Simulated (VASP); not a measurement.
# Al4N5 in VASP: single point with PBE

Aim: the single point of Al4N5 with PBE.

Everything below comes from runs of VASP 6.6.1. Logs are shortened: lines on timing, memory, paths and dates and some standing lists are left out, and cuts for length are marked.

### Step 1. The cell of the first run

The cell holds a slab with vacuum, 9 atoms: a = 3.130 Å, b = 3.130 Å, c = 25.062 Å, α = 90.00°, β = 90.00°, γ = 120.00°.

### Step 2. Single point, PBE, collinear spin

Contents of INCAR:

```
SYSTEM = Al4N5
PREC = Accurate ; ENCUT = 520
EDIFF = 1E-6 ; ISMEAR = 0
SIGMA = 0.05 ; LREAL = .FALSE.
LASPH = .TRUE. ; NELM = 150
ALGO = Fast ; ISIF = 2
LWAVE = .FALSE. ; LCHARG = .FALSE.
ISPIN = 2 ; MAGMOM = 0 0 0 0 3 0 0 0 0
LORBIT = 11 ; LDIPOL = .TRUE.
IDIPOL = 3 ; DIPOL = 0.5 0.5 0.356
GGA = PE ; NBANDS = 32
```

Contents of KPOINTS:

```
regular mesh
0
G
  9 9 1
  0 0 0
```

Contents of POSCAR:

```
Al4N5
1.0
    3.1297683445      0.0000000000      0.0000000000
   -1.5648841723      2.7104588943      0.0000000000
    0.0000000000      0.0000000000     25.0621509606
N Al
5 4
Direct
    0.3333333333      0.6666666667      0.1596032203
    0.6666666667      0.3333333333      0.2597004396
    0.3333333333      0.6666666667      0.3620561642
    0.6666666667      0.3333333333      0.4610505141
    0.5000000000      0.6666666667      0.6277254887
    0.6666666667      0.3333333333      0.1833176549
    0.3333333333      0.6666666667      0.2834148742
    0.6666666667      0.3333333333      0.3814237064
    0.3333333333      0.6666666667      0.4812895341
```

Potentials or basis: VASP PAW PBE potentials, release 64 (N, Al).

Run with:

```bash
$ cat potpaw_PBE.64/N/POTCAR potpaw_PBE.64/Al/POTCAR > POTCAR
$ mpirun -np 1 vasp_std > vasp.out
```

OUTCAR:

```text
SYSTEM = Al4N5
   PREC = Accurate
   ENCUT = 520
   EDIFF = 1E-6
   ISMEAR = 0
   LREAL = .FALSE.
   LASPH = .TRUE.
   NELM = 150
   ISIF = 2
   ISPIN = 2
   LORBIT = 11
   GGA = PE

 ion  position               nearest neighbor table
   1  0.333  0.667  0.160-   6 1.90   6 1.90   6 1.90
   2  0.667  0.333  0.260-   7 1.90   7 1.90   7 1.90   6 1.91
   3  0.333  0.667  0.362-   8 1.87   8 1.87   8 1.87   7 1.97
   4  0.667  0.333  0.461-   9 1.88   9 1.88   9 1.88   8 2.00
   5  0.500  0.667  0.628-
   6  0.667  0.333  0.183-   1 1.90   1 1.90   1 1.90   2 1.91   7 3.09   7 3.09   7 3.09
   7  0.333  0.667  0.283-   2 1.90   2 1.90   2 1.90   3 1.97   8 3.05   8 3.05   8 3.05   6 3.09
                             6 3.09   6 3.09
   8  0.667  0.333  0.381-   3 1.87   3 1.87   3 1.87   4 2.00   7 3.05   7 3.05   7 3.05   9 3.09
                             9 3.09   9 3.09
   9  0.333  0.667  0.481-   4 1.88   4 1.88   4 1.88   8 3.09   8 3.09   8 3.09

  LATTYP: Found a hexagonal cell.
 ALAT       =     3.1297683445
 C/A-ratio  =     8.0076696426

  Lattice vectors:

 A1 = (   3.1297683445,   0.0000000000,   0.0000000000)
 A2 = (  -1.5648841723,   2.7104588943,   0.0000000000)
 A3 = (   0.0000000000,   0.0000000000,  25.0621509606)

Analysis of symmetry for initial positions (statically):
=====================================================================
 Subroutine PRICEL returns:
 Original cell was already a primitive cell.

 Routine SETGRP: Setting up the symmetry group for a
 hexagonal supercell.

 Subroutine GETGRP returns: Found  1 space group operations
 (whereof  1 operations were pure point group operations)
 out of a pool of 24 trial point group operations.

The static configuration has the point symmetry C_1 .

Analysis of symmetry for dynamics (positions and initial velocities):
=====================================================================
 Subroutine PRICEL returns:
 Original cell was already a primitive cell.

 Routine SETGRP: Setting up the symmetry group for a
 hexagonal supercell.

 Subroutine GETGRP returns: Found  1 space group operations
 (whereof  1 operations were pure point group operations)
 out of a pool of 24 trial point group operations.

The dynamic configuration has the point symmetry C_1 .

Analysis of structural, dynamic, and magnetic symmetry:
=====================================================================
 Subroutine PRICEL returns:
 Original cell was already a primitive cell.

 Routine SETGRP: Setting up the symmetry group for a
 hexagonal supercell.

 Subroutine GETGRP returns: Found  1 space group operations
 (whereof  1 operations were pure point group operations)
 out of a pool of 24 trial point group operations.

The overall configuration has the point symmetry C_1 .

 Subroutine INISYM returns: Found  1 space group operations
 (whereof  1 operations are pure point group operations),
 and found     1 'primitive' translations

----------------------------------------------------------------------------------------

                                     Primitive cell

  volume of cell :     212.6049

  direct lattice vectors                    reciprocal lattice vectors
     3.129768344  0.000000000  0.000000000     0.319512465  0.184470608  0.000000000
    -1.564884172  2.710458894  0.000000000     0.000000000  0.368941216  0.000000000
     0.000000000  0.000000000 25.062150961     0.000000000  0.000000000  0.039900805

  length of vectors
     3.129768344  3.129768345 25.062150961     0.368941216  0.368941216  0.039900805

  position of ions in fractional coordinates (direct lattice)
     0.333333333  0.666666667  0.159603220
     0.666666667  0.333333333  0.259700440
     0.333333333  0.666666667  0.362056164
     0.666666667  0.333333333  0.461050514
     0.500000000  0.666666667  0.627725489
     0.666666667  0.333333333  0.183317655
     0.333333333  0.666666667  0.283414874
     0.666666667  0.333333333  0.381423706
     0.333333333  0.666666667  0.481289534

  ion indices of the primitive-cell ions
   primitive index   ion index
                 1           1
                 2           2
[... 73 lines left out ...]
   ISPIN  =      2    spin polarized calculation?
   LNONCOLLINEAR =      F non collinear calculations
   LSORBIT =      F    spin-orbit coupling
   LASPH  =      T    aspherical Exc in radial PAW
   ENCUT  =  520.0 eV  38.22 Ry    6.18 a.u.   5.82  5.82 46.60*2*pi/ulx,y,z
   NELM   =    150;   NELMIN=  2; NELMDL= -5     # of ELM steps
   EDIFF  = 0.1E-05   stopping-criterion for ELM
   LREAL  =      F    real-space projection
   EDIFFG = 0.1E-04   stopping-criterion for IOM
   NSW    =      0    number of steps for IOM
   IBRION =     -1    ionic relax: 0-MD 1-quasi-New 2-CG
   NFREE  =      0    steps in history (QN), initial steepest desc. (CG)
   ISIF   =      2    stress and relaxation
   ISYM   =      2    0-nonsym 1-usesym 2-fastsym
   POTIM  = 0.5000    time-step for ionic-motion
   TEBEG  =    0.0;   TEEND  =   0.0 temperature during run
   PSTRESS=    0.0 pullay stress
   NELECT =      37.0000    total number of electrons
   NUPDOWN=      -1.0000    fix difference up-down
   EMIN   =  10.00;   EMAX   =-10.00  energy-range for DOS
   EFERMI =   0.00;   METHOD = LEGACY
   ISMEAR =     0;   SIGMA  =   0.05  broadening in eV -4-tet -1-fermi 0-gaus
   EFERMI_NEDOS =   21; number of points for ismear=-14 and -15
   IALGO  =     68    algorithm
   IMIX   =      4    mixing-type and parameters
     AMIX     =   0.40;   BMIX     =  1.00
     AMIX_MAG =   1.60;   BMIX_MAG =  1.00
  volume/ion in A,a.u.               =      23.62       159.41
  Fermi-wavevector in a.u.,A,eV,Ry     =   0.914010  1.727228 11.366502  0.835414
  Thomas-Fermi vector in A             =   2.038588
   LORBIT       =     11    0 simple, 1 ext, 2 COOP (PROOUT), +10 PAW based schemes
   GGA     = PE    functional components
   LHFCALC =     F    Hartree Fock is set to
   AEXX    =    0.0000 exact exchange contribution
   IVDW    =     0    specifies the selected vdW correction
   LEPSILON=     F    determine dielectric tensor
   LRPA    =     F    only Hartree local field effects (RPA)
 spin polarized calculation
 RMM-DIIS sequential band-by-band and
 Gauss-broadening in eV      SIGMA  =   0.05
  energy-cutoff  :      520.00
  volume of cell :      212.60
 maximum number of plane-waves:      5756
   NGX = 11   NGY = 11   NGZ = 93

 dipolmoment           0.000000      0.000000      0.008193 electrons x Angstroem

 number of electron      36.9999994 magnetization       2.5266548

 dipolmoment           0.000000      0.000000     -0.082459 electrons x Angstroem

 Free energy of the ion-electron system (eV)
  ---------------------------------------------------
  ext. energy  EPLUGINS =         0.00000000
  ---------------------------------------------------
  free energy    TOTEN  =       -58.98990255 eV

  energy without entropy =      -58.98359530  energy(sigma->0) =      -58.98674893

 E-fermi :  -0.3136     XC(G=0):  -5.7476

 val. band max:       -0.3315110644   @ k =   0.2222   0.2222   0.0000
 cond. band min:      -0.2884642756   @ k =   0.4444  -0.1111   0.0000
 fundamental gap:      0.0430467888
 Fermi energy:        -0.3136283051

 spin component 1

 k-point     1 :       0.0000    0.0000    0.0000
  band No.  band energies     occupation
      1     -18.1843      1.00000
      2     -17.1324      1.00000
      3     -15.8415      1.00000
      4     -14.7730      1.00000
      5     -13.4683      1.00000
      6      -8.3401      1.00000
[... 781 lines left out ...]
     29       7.8463      0.00000
     30       8.5313      0.00000

 [... further k-points ...]

 spin component 2

 k-point     1 :       0.0000    0.0000    0.0000
  band No.  band energies     occupation
      1     -18.2505      1.00000
      2     -17.1677      1.00000
      3     -15.8450      1.00000
      4     -13.4347      1.00000
      5     -10.6241      1.00000
      6      -8.4624      1.00000
[... 781 lines left out ...]
     29       7.9123      0.00000
     30       8.4834      0.00000

 [... further k-points ...]

 [bands above 30 left out]

------------------------ aborting loop because EDIFF is reached ----------------------------------------

 vacuum level on the upper side and lower side of the slab       (xc-potential included)        -0.862         0.861

  FORCE on cell =-STRESS in cart. coord.  units (eV):
  Direction    XX          YY          ZZ          XY          YZ          ZX
  --------------------------------------------------------------------------------------
  -------------------------------------------------------------------------------------
  Total        0.4577066      0.4109636     -2.4033341      0.0363156      0.0091379     -0.0707977
  in kB        3.4492482      3.0969956    -18.1113727      0.2736724      0.0688629     -0.5335273
  external PRESSURE =      -3.8550430 kB  Pullay stress =       0.0000000 kB

 VOLUME and BASIS-vectors are now :
 -----------------------------------------------------------------------------
  energy-cutoff  :      520.00
  volume of cell :      212.60
      direct lattice vectors                 reciprocal lattice vectors
     3.129768344  0.000000000  0.000000000     0.319512465  0.184470608  0.000000000
    -1.564884172  2.710458894  0.000000000     0.000000000  0.368941216  0.000000000
     0.000000000  0.000000000 25.062150961     0.000000000  0.000000000  0.039900805

 POSITION                                       TOTAL-FORCE (eV/Angst)
 -----------------------------------------------------------------------------------
     -0.00000      1.80697      4.00000        -0.000538     -0.000070      2.067163
      1.56488      0.90349      6.50865         0.001122      0.000219      2.028914
     -0.00000      1.80697      9.07391         0.000579      0.000714      0.062499
      1.56488      0.90349     11.55492         0.006344      0.001599      0.116291
      0.52163      1.80697     15.73215        -0.016366      0.004049     -0.387637
      1.56488      0.90349      4.59433         0.000095      0.000053     -2.709795
     -0.00000      1.80697      7.10299         0.000077      0.000132     -1.425556
      1.56488      0.90349      9.55930         0.001334      0.000402      0.017560
     -0.00000      1.80697     12.06215         0.007352     -0.007098      0.230560
 -----------------------------------------------------------------------------------
    total drift:                               -0.000049      0.000008      0.000687

  FREE ENERGIE OF THE ION-ELECTRON SYSTEM (eV)
  ---------------------------------------------------
  free  energy   TOTEN  =       -58.9899025549 eV

  energy  without entropy=      -58.9835953015  energy(sigma->0) =      -58.98674893

 vacuum level on the upper side and lower side of the slab         5.614         7.370

 total charge

# of ion       s       p       d       tot
------------------------------------------
    1        1.256   2.440   0.000   3.696
    2        1.232   2.607   0.000   3.839
    3        1.226   2.634   0.000   3.860
    4        1.236   2.604   0.000   3.840
    5        1.361   1.925   0.000   3.286
    6        0.370   0.425   0.000   0.795
    7        0.362   0.424   0.000   0.786
    8        0.368   0.434   0.000   0.802
    9        0.380   0.384   0.000   0.764
--------------------------------------------------
tot          7.791  13.878   0.000  21.669

 magnetization (x)

# of ion       s       p       d       tot
------------------------------------------
    1        0.000   0.022   0.000   0.022
    2       -0.000  -0.001   0.000  -0.002
    3       -0.000  -0.004   0.000  -0.005
    4       -0.012  -0.048   0.000  -0.061
    5        0.042   1.829   0.000   1.871
    6       -0.001   0.001   0.000   0.001
    7       -0.000  -0.000   0.000  -0.000
    8       -0.002  -0.004   0.000  -0.006
    9       -0.014  -0.022   0.000  -0.036
--------------------------------------------------
tot          0.013   1.772   0.000   1.785
```

It took 20 min on 1 thread of Oxide Virtual Turin-like, shared host; peak memory 0.61 GiB.

Results:

```
Free energy                                           : -58.9899 eV
Largest force                                         : 2.710 eV/Å
Net moment                                            : 2.53 μB per cell
Site moments                                          : N +0.02, -0.00, -0.01, -0.06, +1.87; Al +0.00, -0.00, -0.01, -0.04 μB
Valence electrons inside the program's atomic spheres : N 3.70, 3.84, 3.86, 3.29 (each value once); Al 0.80, 0.79, 0.76 (each value once)
```

Forces in eV/Å, atoms in the order of the input:
```
N   -0.001  0.000  2.067
N    0.001  0.000  2.029
N    0.001  0.001  0.062
N    0.006  0.002  0.116
N   -0.016  0.004 -0.388
Al   0.000  0.000 -2.710
Al   0.000  0.000 -1.426
Al   0.001  0.000  0.018
Al   0.007 -0.007  0.231
```

Levels at points of the mesh, in eV from the Fermi level:
Spin up:
| k point | band 18 | band 19 | band 20 | band 21 | band 22 | band 23 |
| --- | --- | --- | --- | --- | --- | --- |
| (0.00, 0.00, 0.00) | -0.82 | -0.04 | 0.08 | 0.08 | 2.78 | 3.73 |
Spin down:
| k point | band 13 | band 14 | band 15 | band 16 | band 17 | band 18 | band 19 | band 20 | band 21 | band 22 |
| --- | --- | --- | --- | --- | --- | --- | --- | --- | --- | --- |
| (0.00, 0.00, 0.00) | -2.00 | -2.00 | -1.39 | -0.64 | 0.14 | 0.14 | 0.89 | 2.75 | 3.07 | 3.11 |
